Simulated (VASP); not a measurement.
# ScSiP (I4/mmm) in VASP: notebook

Runs on ScSiP. Level: PBE. Tasks: single point, relaxation of cell and atoms.

Program: VASP 6.6.1. These are calculated values, not measurements. Logs are shortened: lines on timing, memory, paths and dates and some standing lists are left out, and cuts for length are marked.

**1. The cell of the first run**

The structure is tetragonal, space group I4/mmm (No. 139). The conventional cell has a = 4.279 Å, b = 4.279 Å, c = 11.561 Å, α = 90.00°, β = 90.00°, γ = 90.00°. Within 3.6 Å of Sc (site symmetry mmm) lie 4 P at 2.75 Å and 4 Si at 2.79 Å and 4 Sc at 3.03 Å. Within 3.1 Å of Si (site symmetry 4mm) lie 5 P at 2.26 to 3.03 Å and 4 Sc at 2.79 Å. P (site symmetry 4mm) has 5 Si at 2.26 to 3.03 Å and 4 Sc at 2.75 Å within 3.1 Å.

**2. Single point, PBE**

INCAR reads:

```
SYSTEM = ScSiP
PREC = Accurate ; ENCUT = 520
EDIFF = 1E-6 ; ISMEAR = -1
SIGMA = 0.1 ; LREAL = .False.
LASPH = .True. ; NELM = 60
ALGO = Normal ; ISIF = 2
LWAVE = .False. ; LCHARG = .False.
GGA = PE ; NBANDS = 29
```

KPOINTS reads:

```
Automatic mesh
0
Gamma
  7 7 7
  0 0 0
```

POSCAR reads:

```
ScSiP
1.0
    0.0000000000      4.2787788246     -0.0000001467
    4.2787788246      0.0000000000     -0.0000001467
    2.1393892142      2.1393892142     -5.7803114081
Sc Si P
2 2 2
Direct
    0.5000000000      0.0000000000      0.0000000000
    0.0000000000      0.5000000000      0.0000000000
    0.1552871824      0.1552871824      0.6894256352
    0.8447128176      0.8447128176      0.3105743648
    0.3510141510      0.3510141510      0.2979716980
    0.6489858490      0.6489858490      0.7020283020
```

Potentials or basis: VASP PAW PBE potentials, release 64 (Sc_sv, Si, P).

Command:

```console
$ cat potpaw_PBE.64/Sc_sv/POTCAR potpaw_PBE.64/Si/POTCAR potpaw_PBE.64/P/POTCAR > POTCAR
$ mpirun -np 1 vasp_std > vasp.out
```

OUTCAR:

```text
SYSTEM = ScSiP
   PREC = Accurate
   ENCUT = 520
   EDIFF = 1E-6
   ISMEAR = -1
   LREAL = .False.
   LASPH = .True.
   NELM = 60
   ISIF = 2
   GGA = PE

 ion  position               nearest neighbor table
   1  0.500  0.000  0.000-   6 2.75   5 2.75   6 2.75   5 2.75   3 2.79   4 2.79   3 2.79   4 2.79
                             2 3.03   2 3.03   2 3.03   2 3.03
   2  0.000  0.500  0.000-   6 2.75   5 2.75   6 2.75   5 2.75   4 2.79   3 2.79   3 2.79   4 2.79
                             1 3.03   1 3.03   1 3.03   1 3.03
   3  0.155  0.155  0.689-   5 2.26   2 2.79   1 2.79   2 2.79   1 2.79   6 3.03   6 3.03   6 3.03
                             6 3.03
   4  0.845  0.845  0.311-   6 2.26   2 2.79   1 2.79   2 2.79   1 2.79   5 3.03   5 3.03   5 3.03
                             5 3.03
   5  0.351  0.351  0.298-   3 2.26   1 2.75   2 2.75   2 2.75   1 2.75   4 3.03   4 3.03   4 3.03
                             4 3.03
   6  0.649  0.649  0.702-   4 2.26   1 2.75   2 2.75   2 2.75   1 2.75   3 3.03   3 3.03   3 3.03
                             3 3.03

  LATTYP: Found a body centered tetragonal cell.
 ALAT       =     4.2787788246
 C/A-ratio  =     2.7018509245

  Lattice vectors:

 A1 = (  -2.1393892142,   2.1393896104,   5.7803112614)
 A2 = (   2.1393896104,  -2.1393892142,   5.7803112614)
 A3 = (   2.1393892142,   2.1393892142,  -5.7803114081)

Analysis of symmetry for initial positions (statically):
=====================================================================
 Subroutine PRICEL returns:
 Original cell was already a primitive cell.

 Routine SETGRP: Setting up the symmetry group for a
 body centered tetragonal supercell.

 Subroutine GETGRP returns: Found 16 space group operations
 (whereof 16 operations were pure point group operations)
 out of a pool of 16 trial point group operations.

The static configuration has the point symmetry D_4h.

Analysis of symmetry for dynamics (positions and initial velocities):
=====================================================================
 Subroutine PRICEL returns:
 Original cell was already a primitive cell.

 Routine SETGRP: Setting up the symmetry group for a
 body centered tetragonal supercell.

 Subroutine GETGRP returns: Found 16 space group operations
 (whereof 16 operations were pure point group operations)
 out of a pool of 16 trial point group operations.

The dynamic configuration has the point symmetry D_4h.

 Subroutine INISYM returns: Found 16 space group operations
 (whereof 16 operations are pure point group operations),
 and found     1 'primitive' translations

----------------------------------------------------------------------------------------

                                     Primitive cell

  volume of cell :     105.8256

  direct lattice vectors                    reciprocal lattice vectors
     0.000000000  4.278778825 -0.000000147     0.000000003  0.233711546  0.086500524
     4.278778825  0.000000000 -0.000000147     0.233711546  0.000000003  0.086500524
     2.139389214  2.139389214 -5.780311408    -0.000000006 -0.000000006 -0.173001064

  length of vectors
     4.278778825  4.278778825  6.524260295     0.249205592  0.249205592  0.173001064

  position of ions in fractional coordinates (direct lattice)
     0.500000000  0.000000000  1.000000000
     0.000000000  0.500000000  1.000000000
     0.155287182  0.155287182  0.689425635
     0.844712818  0.844712818  0.310574365
     0.351014151  0.351014151  0.297971698
     0.648985849  0.648985849  0.702028302

  ion indices of the primitive-cell ions
   primitive index   ion index
                 1           1
                 2           2
                 3           3
                 4           4
                 5           5
                 6           6

----------------------------------------------------------------------------------------

 KPOINTS: Automatic mesh

Automatic generation of k-mesh.
 Grid dimensions read from file:
 generate k-points for:    7    7    7

 Generating k-lattice:

  Cartesian coordinates                     Fractional coordinates (reciprocal lattice)
     0.000000000  0.033387364  0.012357218     0.142857143  0.000000000  0.000000000
     0.033387364  0.000000000  0.012357218     0.000000000  0.142857143  0.000000000
    -0.000000001 -0.000000001 -0.024714438    -0.000000000 -0.000000000  0.142857143

  Length of vectors
     0.035600799  0.035600799  0.024714438

  Shift w.r.t. Gamma in fractional coordinates (k-lattice)
     0.000000000  0.000000000  0.000000000

 Subroutine IBZKPT returns following result:
 ===========================================

 Found     40 irreducible k-points:

 Following reciprocal coordinates:
            Coordinates               Weight
  0.000000  0.000000  0.000000      1.000000
  0.142857  0.000000 -0.000000      8.000000
  0.285714  0.000000  0.000000      8.000000
  0.428571  0.000000 -0.000000      8.000000
  0.142857  0.142857 -0.000000      8.000000
  0.285714  0.142857  0.000000     16.000000
[... 16 lines left out ...]
  0.285714  0.285714  0.142857      8.000000
  0.428571  0.285714  0.142857     16.000000
 [... further k-points ...]
   k-points           NKPTS =     40   k-points in BZ     NKDIM =     40   number of bands    NBANDS=     29
   number of dos      NEDOS =    301   number of ions     NIONS =      6
   total plane-waves  NPLWV =  51200
   dimension x,y,z NGX =    32 NGY =   32 NGZ =   50
   dimension x,y,z NGXF=    64 NGYF=   64 NGZF=  100
   ions per type =               2   2   2
   NGX,Y,Z   is equivalent  to a cutoff of  12.43, 12.43, 12.74 a.u.
   NGXF,Y,Z  is equivalent  to a cutoff of  24.87, 24.87, 25.48 a.u.
 SYSTEM =  ScSiP
   PREC   = accura    normal or accurate (medium, high low for compatibility)
   ISTART =      0    job   : 0-new  1-cont  2-samecut
   ICHARG =      2    charge: 1-file 2-atom 10-const
   ISPIN  =      1    spin polarized calculation?
   LNONCOLLINEAR =      F non collinear calculations
   LSORBIT =      F    spin-orbit coupling
   LASPH  =      T    aspherical Exc in radial PAW
   ENCUT  =  520.0 eV  38.22 Ry    6.18 a.u.   7.96  7.96 12.13*2*pi/ulx,y,z
   NELM   =     60;   NELMIN=  2; NELMDL= -5     # of ELM steps
   EDIFF  = 0.1E-05   stopping-criterion for ELM
   LREAL  =      F    real-space projection
   EDIFFG = 0.1E-04   stopping-criterion for IOM
   NSW    =      0    number of steps for IOM
   IBRION =     -1    ionic relax: 0-MD 1-quasi-New 2-CG
   NFREE  =      0    steps in history (QN), initial steepest desc. (CG)
   ISIF   =      2    stress and relaxation
   ISYM   =      2    0-nonsym 1-usesym 2-fastsym
   POTIM  = 0.5000    time-step for ionic-motion
   TEBEG  =    0.0;   TEEND  =   0.0 temperature during run
   PSTRESS=    0.0 pullay stress
   NELECT =      40.0000    total number of electrons
   NUPDOWN=      -1.0000    fix difference up-down
   EMIN   =  10.00;   EMAX   =-10.00  energy-range for DOS
   EFERMI =   0.00;   METHOD = LEGACY
   ISMEAR =    -1;   SIGMA  =   0.10  broadening in eV -4-tet -1-fermi 0-gaus
   EFERMI_NEDOS =   21; number of points for ismear=-14 and -15
   IALGO  =     38    algorithm
   IMIX   =      4    mixing-type and parameters
     AMIX     =   0.40;   BMIX     =  1.00
     AMIX_MAG =   1.60;   BMIX_MAG =  1.00
  volume/ion in A,a.u.               =      17.64       119.02
  Fermi-wavevector in a.u.,A,eV,Ry     =   1.183672  2.236815 19.062827  1.401078
  Thomas-Fermi vector in A             =   2.319901
   LORBIT       =      0    0 simple, 1 ext, 2 COOP (PROOUT), +10 PAW based schemes
   GGA     = PE    functional components
   LHFCALC =     F    Hartree Fock is set to
   AEXX    =    0.0000 exact exchange contribution
   IVDW    =     0    specifies the selected vdW correction
   LEPSILON=     F    determine dielectric tensor
   LRPA    =     F    only Hartree local field effects (RPA)
 non-spin polarized calculation
  energy-cutoff  :      520.00
  volume of cell :      105.83
 maximum number of plane-waves:      2871
   NGX = 15   NGY = 15   NGZ = 25

 number of electron      40.0000003 magnetization

 Free energy of the ion-electron system (eV)
  ---------------------------------------------------
  ext. energy  EPLUGINS =         0.00000000
  ---------------------------------------------------
  free energy    TOTEN  =       -36.48069354 eV

  energy without entropy =      -36.36207800  energy(sigma->0) =      -36.42138577

 E-fermi :   6.9728     XC(G=0): -10.6258

 val. band max:        6.9700546427   @ k =  -0.1429  -0.2857   0.1429
 cond. band min:       7.0230094530   @ k =  -0.2857  -0.4286   0.1429
 fundamental gap:      0.0529548103
 Fermi energy:         6.9727719510

 k-point     1 :       0.0000    0.0000    0.0000
  band No.  band energies     occupation
      1     -42.1394      2.00000
      2     -42.0344      2.00000
      3     -20.9896      2.00000
      4     -20.9896      2.00000
      5     -20.8966      2.00000
      6     -20.7627      2.00000
[... 21 lines left out ...]
     28       8.9799      0.00000
     29       9.1508      0.00000

 k-point     2 :       0.1429    0.0000   -0.0000
  band No.  band energies     occupation
      1     -42.1342      2.00000
      2     -42.0395      2.00000
      3     -20.9745      2.00000
      4     -20.9705      2.00000
      5     -20.8895      2.00000
      6     -20.7688      2.00000
[... 21 lines left out ...]
     28       9.0674      0.00000
     29      10.3489      0.00000

 k-point     3 :       0.2857    0.0000    0.0000
  band No.  band energies     occupation
      1     -42.1194      2.00000
      2     -42.0539      2.00000
      3     -20.9304      2.00000
      4     -20.9171      2.00000
      5     -20.8698      2.00000
      6     -20.7862      2.00000
[... 21 lines left out ...]
     28      10.0645      0.00000
     29      10.5376      0.00000

 k-point     4 :       0.4286    0.0000   -0.0000
  band No.  band energies     occupation
      1     -42.0982      2.00000
      2     -42.0748      2.00000
      3     -20.8646      2.00000
      4     -20.8430      2.00000
      5     -20.8420      2.00000
      6     -20.8122      2.00000
[... 597 lines left out ...]
     28      10.0920      0.00000
     29      10.8422      0.00000

 k-point    23 :       0.2857    0.2857    0.1429
  band No.  band energies     occupation
      1     -42.1067      2.00000
      2     -42.0658      2.00000
      3     -21.0445      2.00000
      4     -20.8801      2.00000
      5     -20.8520      2.00000
      6     -20.8000      2.00000
[... 21 lines left out ...]
     28      10.3612      0.00000
     29      10.7768      0.00000

 k-point    24 :       0.4286    0.2857    0.1429
  band No.  band energies     occupation
      1     -42.0933      2.00000
      2     -42.0787      2.00000
      3     -21.0472      2.00000
      4     -20.9627      2.00000
      5     -20.8343      2.00000
      6     -20.8157      2.00000
[... 21 lines left out ...]
     28      10.2814      0.00000
     29      10.6293      0.00000

 [... further k-points ...]
[... 5 lines left out ...]
  --------------------------------------------------------------------------------------
  -------------------------------------------------------------------------------------
  Total        0.1228927      0.1228927      0.0128303      0.0000000     -0.0000000     -0.0000000
  in kB        1.8605690      1.8605690      0.1942475      0.0000000     -0.0000001     -0.0000001
  external PRESSURE =       1.3051285 kB  Pullay stress =       0.0000000 kB

 VOLUME and BASIS-vectors are now :
 -----------------------------------------------------------------------------
  energy-cutoff  :      520.00
  volume of cell :      105.83
      direct lattice vectors                 reciprocal lattice vectors
     0.000000000  4.278778825 -0.000000147     0.000000003  0.233711546  0.086500524
     4.278778825  0.000000000 -0.000000147     0.233711546  0.000000003  0.086500524
     2.139389214  2.139389214 -5.780311408    -0.000000006 -0.000000006 -0.173001064

 POSITION                                       TOTAL-FORCE (eV/Angst)
 -----------------------------------------------------------------------------------
      0.00000      2.13939     -0.00000         0.000000      0.000000     -0.000000
      2.13939      0.00000     -0.00000         0.000000      0.000000     -0.000000
      2.13939      2.13939     -3.98509         0.000000      0.000000      0.033184
      4.27878      4.27878     -1.79522        -0.000000     -0.000000     -0.033184
      2.13939      2.13939     -1.72237        -0.000000     -0.000000     -0.033282
      4.27878      4.27878     -4.05794         0.000000      0.000000      0.033282
 -----------------------------------------------------------------------------------
    total drift:                               -0.000000     -0.000000      0.000000

  FREE ENERGIE OF THE ION-ELECTRON SYSTEM (eV)
  ---------------------------------------------------
  free  energy   TOTEN  =       -36.4806935390 eV

  energy  without entropy=      -36.3620780050  energy(sigma->0) =      -36.42138577
```

Run time: 61 s. Hardware: 1 thread of Intel Xeon 6975P-C (Granite Rapids), shared host; peak memory 0.27 GiB.

Results:

| Item | Value |
| --- | --- |
| Free energy | -36.4807 eV |
| Pressure | 0.1 GPa |
| Largest force | 0.033 eV/Å |
| Band gap on the k mesh | zero (bands 20 and 21 overlap by 1.41 eV) |

Forces on the atoms (eV/Å):
```
Sc   0.000  0.000  0.000
Sc   0.000  0.000  0.000
Si   0.000  0.000  0.033
Si   0.000  0.000 -0.033
P    0.000  0.000 -0.033
P    0.000  0.000  0.033
```

Stress tensor (GPa, compression positive):
```
0.19 0.00 0.00
0.00 0.19 0.00
0.00 0.00 0.02
```

Levels at points of the mesh, in eV from the Fermi level:
| k point | band 18 | band 19 | band 20 | band 21 | band 22 | band 23 |
| --- | --- | --- | --- | --- | --- | --- |
| (0.00, 0.00, 0.00) | -0.63 | -0.45 | 0.50 | 1.26 | 1.32 | 1.41 |

**3. Relaxation of cell and atoms, PBE**

This run uses another cell than the first one, of 19.34 Å³/atom.

INCAR reads:

```
SYSTEM = ScSiP
PREC = Accurate
ENCUT = 600
EDIFF = 1E-6
ISMEAR = -1
SIGMA = 0.1
LREAL = .False.
LASPH = .True.
NELM = 80
ALGO = Normal
ISIF = 3
LWAVE = .False.
LCHARG = .False.
GGA = PE
IBRION = 2
NSW = 100
EDIFFG = -0.01
```

KPOINTS is that of step 2.

POSCAR reads:

```
ScSiP
1.0
    0.0000000000      3.9887290000      0.0000000000
    3.9887290000      0.0000000000      0.0000000000
    1.9943640000      1.9943640000     -7.2931400000
Sc Si P
2 2 2
Direct
    0.5000000000      0.0000000000      0.0000000000
    0.0000000000      0.5000000000      0.0000000000
    0.1200000000      0.1200000000      0.7600000000
    0.8800000000      0.8800000000      0.2400000000
    0.3249000000      0.3249000000      0.3502000000
    0.6751000000      0.6751000000      0.6498000000
```

Potentials or basis: VASP PAW PBE potentials, release 64 (Sc_sv, Si, P).

Command:

```console
$ cat potpaw_PBE.64/Sc_sv/POTCAR potpaw_PBE.64/Si/POTCAR potpaw_PBE.64/P/POTCAR > POTCAR
$ mpirun -np 1 vasp_std > vasp.out
```

Run time: 9.7 min. Hardware: 1 thread of Intel Xeon 6975P-C (Granite Rapids), shared host; peak memory 0.34 GiB.

The run converged. Its results:

```
Free energy                           : -36.4817 eV
Relaxed volume                        : 17.69 Å³/atom
Relaxed cell                          : a = 4.288 Å, b = 4.288 Å, c = 6.521 Å, α = 70.81°, β = 70.81°, γ = 90.00°
Space group after relaxing (to 0.1 Å) : I4/mmm (No. 139)
Energy gained by relaxing             : 679.8 meV/atom
Ionic steps                           : 16
Pressure after relaxing               : 0.0 GPa
Largest force after relaxing          : 0.006 eV/Å
Band gap on the k mesh                : zero (bands 20 and 21 overlap by 1.42 eV)
```

Forces in eV/Å, atoms in the order of the input:
```
Sc   0.000  0.000  0.000
Sc   0.000  0.000  0.000
Si   0.000  0.000 -0.006
Si   0.000  0.000  0.006
P    0.000  0.000 -0.005
P    0.000  0.000  0.005
```

The path:
```
step  energy change (eV)  largest force (eV/Å)  pressure (GPa)  volume (Å³)
   1              0.0000                2.6621           -1.59       116.03
   2             -1.4802                2.3382           -3.33       112.65
   3             -3.9593                0.4983            5.91       100.48
   4             -3.9887                0.9512            1.27       102.93
   5             -4.0218                0.5448            3.13       101.83
   6             -4.0285                0.4872           -2.64       109.15
   7             -4.0770                0.0125           -0.10       105.51
   8             -4.0770                0.0058           -0.04       105.43
   9             -4.0777                0.0546            0.21       105.39
  10             -4.0777                0.0527            0.20       105.39
  11             -4.0783                0.0400            0.12       105.64
  12             -4.0788                0.0287            0.00       105.99
  13             -4.0786                0.0127           -0.23       106.68
  14             -4.0789                0.0226           -0.08       106.23
  15             -4.0789                0.0115            0.04       106.13
  16             -4.0790                0.0064            0.01       106.16
```

Final structure:
```yaml
crystal:
  lattice:
    - [0.00000, 4.28809, 0.00000]
    - [4.28809, 0.00000, 0.00000]
    - [2.14404, 2.14404, -5.77353]
  atoms:
    - { symbol: Sc, position: [0.50000, 0.00000, 0.00000] }
    - { symbol: Sc, position: [0.00000, 0.50000, 0.00000] }
    - { symbol: Si, position: [0.15539, 0.15539, 0.68922] }
    - { symbol: Si, position: [0.84461, 0.84461, 0.31078] }
    - { symbol: P, position: [0.35109, 0.35109, 0.29782] }
    - { symbol: P, position: [0.64891, 0.64891, 0.70218] }
```

Levels at points of the mesh, in eV from the Fermi level:
```tsv
k point	band 17	band 18	band 19	band 20	band 21	band 22	band 23	band 24
(0.00, 0.00, 0.00)	-2.25	-0.63	-0.45	0.51	1.28	1.32	1.40	1.40
```

Caveat: a cell axis changed by over 15 % at a fixed basis, so the end point is rough.

The gap in the log of VASP goes by the Fermi energy; the results here count the filled bands.